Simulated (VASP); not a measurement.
# BN (P3m1) in VASP: further runs

Runs on BN. Level: PBE+D3(BJ). Tasks: single point.

All numbers are computed with VASP 6.6.1; they aren't measurements. Logs are shortened: lines on timing, memory, paths and dates and some standing lists are left out, and cuts for length are marked.

## (1) The cell of the first run

Symmetry: P3m1, No. 156, trigonal system. Conventional cell: a = 2.506 Å, b = 2.506 Å, c = 6.617 Å, α = 90.00°, β = 90.00°, γ = 120.00°. B (site symmetry 3m) has 3 N at 1.45 Å within 1.9 Å. B (site symmetry 3m) has 3 N at 1.57 Å within 2.1 Å. N (site symmetry 3m) has 3 B at 1.57 Å within 2.1 Å. Within 1.9 Å of N (site symmetry 3m) lie 3 B at 1.45 Å.

## (2) Single point, PBE+D3(BJ) (atom 3 (N) moved by (+0.000, -0.600) A along y and z)

INCAR reads:

```
ALGO     = Normal         # electronic algorithm
EDIFF    = 1E-7           # SCF threshold, eV
ENCUT    = 520            # plane-wave cutoff, eV
GGA      = PE             # functional
ISIF     = 2              # what is computed and relaxed
ISMEAR   = 0              # smearing method
IVDW     = 12             # dispersion correction
LASPH    = T              # aspherical terms in the spheres
LCHARG   = F              # write CHGCAR
LREAL    = F              # projectors in reciprocal space
LWAVE    = F              # write WAVECAR
NBANDS   = 16             # bands
NELM     = 80             # most SCF steps
PREC     = Accurate       # precision mode
SIGMA    = 0.05           # smearing width, eV
```

KPOINTS reads:

```
k-points
0
Gamma
  12 12 4
```

POSCAR reads:

```
BN
1.0
    2.5064381059      0.0000000000      0.0000000000
   -1.2532190530      2.1706390727      0.0000000000
    0.0000000000      0.0000000000      6.6168468515
B N
2 2
Direct
    0.3333333333      0.6666666667      0.2500000000
    0.6666666667      0.3333333333      0.7500000000
    0.3333333333      0.6666666667      0.6593223686
    0.6666666667      0.3333333333      0.2500000000
```

Potentials or basis: VASP PAW PBE potentials, release 64 (B, N).

The run is started by

```
$ cat potpaw_PBE.64/B/POTCAR potpaw_PBE.64/N/POTCAR > POTCAR
$ mpirun -np 1 vasp_std > vasp.out
```

OUTCAR:

```text
EDIFF = 1E-7
   ENCUT = 520
   GGA = PE
   ISIF = 2
   ISMEAR = 0
   IVDW = 12
   LASPH = T
   LREAL = F
   NELM = 80
   PREC = Accurate
 IVDW          = 12

 ion  position               nearest neighbor table
   1  0.333  0.667  0.250-   4 1.45   4 1.45   4 1.45
   2  0.667  0.333  0.750-   3 1.57   3 1.57   3 1.57
   3  0.333  0.667  0.659-   2 1.57   2 1.57   2 1.57
   4  0.667  0.333  0.250-   1 1.45   1 1.45   1 1.45

  LATTYP: Found a hexagonal cell.
 ALAT       =     2.5064381059
 C/A-ratio  =     2.6399402546

  Lattice vectors:

 A1 = (   2.5064381059,   0.0000000000,   0.0000000000)
 A2 = (  -1.2532190530,   2.1706390727,   0.0000000000)
 A3 = (   0.0000000000,   0.0000000000,   6.6168468515)

Analysis of symmetry for initial positions (statically):
=====================================================================
 Subroutine PRICEL returns:
 Original cell was already a primitive cell.

 Routine SETGRP: Setting up the symmetry group for a
 hexagonal supercell.

 Subroutine GETGRP returns: Found  6 space group operations
 (whereof  6 operations were pure point group operations)
 out of a pool of 24 trial point group operations.

The static configuration has the point symmetry C_3v.

Analysis of symmetry for dynamics (positions and initial velocities):
=====================================================================
 Subroutine PRICEL returns:
 Original cell was already a primitive cell.

 Routine SETGRP: Setting up the symmetry group for a
 hexagonal supercell.

 Subroutine GETGRP returns: Found  6 space group operations
 (whereof  6 operations were pure point group operations)
 out of a pool of 24 trial point group operations.

The dynamic configuration has the point symmetry C_3v.

 Subroutine INISYM returns: Found  6 space group operations
 (whereof  6 operations are pure point group operations),
 and found     1 'primitive' translations

----------------------------------------------------------------------------------------

                                     Primitive cell

  volume of cell :      35.9994

  direct lattice vectors                    reciprocal lattice vectors
     2.506438106  0.000000000  0.000000000     0.398972549  0.230346909  0.000000000
    -1.253219053  2.170639073  0.000000000     0.000000000  0.460693817  0.000000000
     0.000000000  0.000000000  6.616846852     0.000000000  0.000000000  0.151129386

  length of vectors
     2.506438106  2.506438106  6.616846852     0.460693817  0.460693817  0.151129386

  position of ions in fractional coordinates (direct lattice)
     0.333333333  0.666666667  0.250000000
     0.666666667  0.333333333  0.750000000
     0.333333333  0.666666667  0.659322369
     0.666666667  0.333333333  0.250000000

  ion indices of the primitive-cell ions
   primitive index   ion index
                 1           1
                 2           2
                 3           3
                 4           4

----------------------------------------------------------------------------------------

 KPOINTS: k-points

Automatic generation of k-mesh.
 Grid dimensions read from file:
 generate k-points for:   12   12    4

 Generating k-lattice:

  Cartesian coordinates                     Fractional coordinates (reciprocal lattice)
     0.033247712  0.019195576  0.000000000     0.083333333  0.000000000  0.000000000
     0.000000000  0.038391151  0.000000000     0.000000000  0.083333333  0.000000000
     0.000000000  0.000000000  0.037782346     0.000000000  0.000000000  0.250000000

  Length of vectors
     0.038391151  0.038391151  0.037782346

  Shift w.r.t. Gamma in fractional coordinates (k-lattice)
     0.000000000  0.000000000  0.000000000

 Subroutine IBZKPT returns following result:
 ===========================================

 Found     69 irreducible k-points:

 Following reciprocal coordinates:
            Coordinates               Weight
  0.000000  0.000000  0.000000      1.000000
  0.083333 -0.000000  0.000000      6.000000
  0.166667  0.000000  0.000000      6.000000
  0.250000  0.000000  0.000000      6.000000
  0.333333  0.000000  0.000000      6.000000
  0.416667  0.000000  0.000000      6.000000
[... 16 lines left out ...]
  0.166667  0.000000  0.250000      6.000000
  0.000000  0.166667  0.250000      6.000000
 [... further k-points ...]
   k-points           NKPTS =     69   k-points in BZ     NKDIM =     69   number of bands    NBANDS=     16
   number of dos      NEDOS =    301   number of ions     NIONS =      4
   total plane-waves  NPLWV =  20000
   dimension x,y,z NGX =    20 NGY =   20 NGZ =   50
   dimension x,y,z NGXF=    40 NGYF=   40 NGZF=  100
   ions per type =               2   2
   NGX,Y,Z   is equivalent  to a cutoff of  13.27, 13.27, 12.56 a.u.
   NGXF,Y,Z  is equivalent  to a cutoff of  26.53, 26.53, 25.12 a.u.
 SYSTEM =  unknown system
   PREC   = accura    normal or accurate (medium, high low for compatibility)
   ISTART =      0    job   : 0-new  1-cont  2-samecut
   ICHARG =      2    charge: 1-file 2-atom 10-const
   ISPIN  =      1    spin polarized calculation?
   LNONCOLLINEAR =      F non collinear calculations
   LSORBIT =      F    spin-orbit coupling
   LASPH  =      T    aspherical Exc in radial PAW
   ENCUT  =  520.0 eV  38.22 Ry    6.18 a.u.   4.66  4.66 12.30*2*pi/ulx,y,z
   NELM   =     80;   NELMIN=  2; NELMDL= -5     # of ELM steps
   EDIFF  = 0.1E-06   stopping-criterion for ELM
   LREAL  =      F    real-space projection
   EDIFFG = 0.1E-05   stopping-criterion for IOM
   NSW    =      0    number of steps for IOM
   IBRION =     -1    ionic relax: 0-MD 1-quasi-New 2-CG
   NFREE  =      0    steps in history (QN), initial steepest desc. (CG)
   ISIF   =      2    stress and relaxation
   ISYM   =      2    0-nonsym 1-usesym 2-fastsym
   POTIM  = 0.5000    time-step for ionic-motion
   TEBEG  =    0.0;   TEEND  =   0.0 temperature during run
   PSTRESS=    0.0 pullay stress
   NELECT =      16.0000    total number of electrons
   NUPDOWN=      -1.0000    fix difference up-down
   EMIN   =  10.00;   EMAX   =-10.00  energy-range for DOS
   EFERMI =   0.00;   METHOD = LEGACY
   ISMEAR =     0;   SIGMA  =   0.05  broadening in eV -4-tet -1-fermi 0-gaus
   EFERMI_NEDOS =   21; number of points for ismear=-14 and -15
   IALGO  =     38    algorithm
   IMIX   =      4    mixing-type and parameters
     AMIX     =   0.40;   BMIX     =  1.00
     AMIX_MAG =   1.60;   BMIX_MAG =  1.00
  volume/ion in A,a.u.               =       9.00        60.73
  Fermi-wavevector in a.u.,A,eV,Ry     =   1.249347  2.360923 21.236883  1.560867
  Thomas-Fermi vector in A             =   2.383391
   LORBIT       =      0    0 simple, 1 ext, 2 COOP (PROOUT), +10 PAW based schemes
   GGA     = PE    functional components
   LHFCALC =     F    Hartree Fock is set to
   AEXX    =    0.0000 exact exchange contribution
   IVDW    =    12    specifies the selected vdW correction
   LEPSILON=     F    determine dielectric tensor
   LRPA    =     F    only Hartree local field effects (RPA)
 non-spin polarized calculation
 Gauss-broadening in eV      SIGMA  =   0.05
  energy-cutoff  :      520.00
  volume of cell :       36.00
 maximum number of plane-waves:       992
 NGX is ok and might be reduce to    20
   NGX =  9   NGY =  9   NGZ = 25

 number of electron      15.9999998 magnetization

 Free energy of the ion-electron system (eV)
  ---------------------------------------------------
  ext. energy  EPLUGINS =         0.00000000
  ---------------------------------------------------
  free energy    TOTEN  =       -32.63124598 eV

  energy without entropy =      -32.63124598  energy(sigma->0) =      -32.63124598

 E-fermi :   3.5350     XC(G=0): -10.3046

 val. band max:        3.2468173236   @ k =   0.0000   0.0000   0.0000
 cond. band min:       4.5553630586   @ k =   0.0000   0.0000   0.0000
 fundamental gap:      1.3085457350
 Fermi energy:         3.5350373910

 k-point     1 :       0.0000    0.0000    0.0000
  band No.  band energies     occupation
      1     -15.2707      2.00000
      2     -14.3645      2.00000
      3      -4.0261      2.00000
      4      -1.2249      2.00000
      5       1.1076      2.00000
      6       1.1076      2.00000
[... 8 lines left out ...]
     15      14.3031      0.00000
     16      15.2932      0.00000

 k-point     2 :       0.0833   -0.0000    0.0000
  band No.  band energies     occupation
      1     -15.1350      2.00000
      2     -14.2222      2.00000
      3      -3.8458      2.00000
      4      -1.0687      2.00000
      5       0.5466      2.00000
      6       0.8497      2.00000
[... 8 lines left out ...]
     15      14.6179      0.00000
     16      15.7892      0.00000

 k-point     3 :       0.1667    0.0000    0.0000
  band No.  band energies     occupation
      1     -14.7357      2.00000
      2     -13.8022      2.00000
      3      -3.3128      2.00000
      4      -0.8852      2.00000
      5      -0.5917      2.00000
      6       0.2218      2.00000
[... 8 lines left out ...]
     15      16.2133      0.00000
     16      16.8782      0.00000

 k-point     4 :       0.2500    0.0000    0.0000
  band No.  band energies     occupation
      1     -14.1007      2.00000
      2     -13.1309      2.00000
      3      -2.6658      2.00000
      4      -2.4553      2.00000
      5      -1.0457      2.00000
      6      -0.5059      2.00000
[... 8 lines left out ...]
     15      17.4367      0.00000
     16      18.3366      0.00000
[... 324 lines left out ...]
 k-point    22 :       0.0000    0.0833    0.2500
  band No.  band energies     occupation
      1     -15.1210      2.00000
      2     -14.2432      2.00000
      3      -3.5521      2.00000
      4      -1.6129      2.00000
      5       0.5520      2.00000
      6       0.8498      2.00000
[... 8 lines left out ...]
     15      14.6183      0.00000
     16      15.7980      0.00000

 k-point    23 :       0.1667    0.0000    0.2500
  band No.  band energies     occupation
      1     -14.7234      2.00000
      2     -13.8210      2.00000
      3      -3.0330      2.00000
      4      -1.1829      2.00000
      5      -0.7989      2.00000
      6       0.2220      2.00000
[... 8 lines left out ...]
     15      16.2095      0.00000
     16      16.8286      0.00000

 k-point    24 :       0.0000    0.1667    0.2500
  band No.  band energies     occupation
      1     -14.7233      2.00000
      2     -13.8210      2.00000
      3      -3.0284      2.00000
      4      -1.1879      2.00000
      5      -0.8089      2.00000
      6       0.2220      2.00000
[... 8 lines left out ...]
     15      16.2168      0.00000
     16      16.8650      0.00000

 [... further k-points ...]

------------------------ aborting loop because EDIFF is reached ----------------------------------------

 Edisp (eV)   -0.57126

 E8    (eV) :    -0.1680

  FORCE on cell =-STRESS in cart. coord.  units (eV):
  Direction    XX          YY          ZZ          XY          YZ          ZX
  --------------------------------------------------------------------------------------
  -------------------------------------------------------------------------------------
  Total      -0.02779    -0.02779    -5.27434     0.00000     0.00000    -0.00000
  in kB      -1.23696    -1.23696  -234.73786     0.00000     0.00000    -0.00000
  external pressure =      -79.07 kB  Pullay stress =        0.00 kB

 VOLUME and BASIS-vectors are now :
 -----------------------------------------------------------------------------
  energy-cutoff  :      520.00
  volume of cell :       36.00
      direct lattice vectors                 reciprocal lattice vectors
     2.506438106  0.000000000  0.000000000     0.398972549  0.230346909  0.000000000
    -1.253219053  2.170639073  0.000000000     0.000000000  0.460693817  0.000000000
     0.000000000  0.000000000  6.616846852     0.000000000  0.000000000  0.151129386

 POSITION                                       TOTAL-FORCE (eV/Angst)
 -----------------------------------------------------------------------------------
     -0.00000      1.44709      1.65421        -0.000000      0.000000      0.443764
      1.25322      0.72355      4.96264        -0.000000      0.000000     -8.154496
     -0.00000      1.44709      4.36264         0.000000     -0.000000      8.452321
      1.25322      0.72355      1.65421        -0.000000      0.000000     -0.741588
 -----------------------------------------------------------------------------------
    total drift:                               -0.000000      0.000000      0.000020

  FREE ENERGIE OF THE ION-ELECTRON SYSTEM (eV)
  ---------------------------------------------------
  free  energy   TOTEN  =       -33.2025064792 eV

  energy  without entropy=      -33.2025064792  energy(sigma->0) =      -33.20250648
```

Wall time 47 s (1 thread of Intel Xeon Platinum 8259CL at 2.50GHz (Skylake/Cascade Lake), shared host); peak memory 0.17 GiB.

What came out:

| Property | Result |
| --- | --- |
| Free energy | -33.2025 eV |
| Pressure | -7.9 GPa |
| Largest force | 8.452 eV/Å |
| Band gap on the k mesh | 1.31 eV, direct |
| Dispersion energy per atom | -0.143 eV |

Forces on the atoms (eV/Å):
```
B    0.000  0.000  0.444
B    0.000  0.000 -8.154
N    0.000  0.000  8.452
N    0.000  0.000 -0.742
```

Stress tensor (GPa, compression positive):
```
 -0.12   0.00   0.00
  0.00  -0.12   0.00
  0.00   0.00 -23.47
```

Caveat: the cell differs from its parent crystal (atom 3 (N) moved by (+0.000, -0.600) A along y and z); forces of over 1 eV/Å act on the atoms, so gaps and moduli don't describe the material at rest.

[end of part 1 of 2]
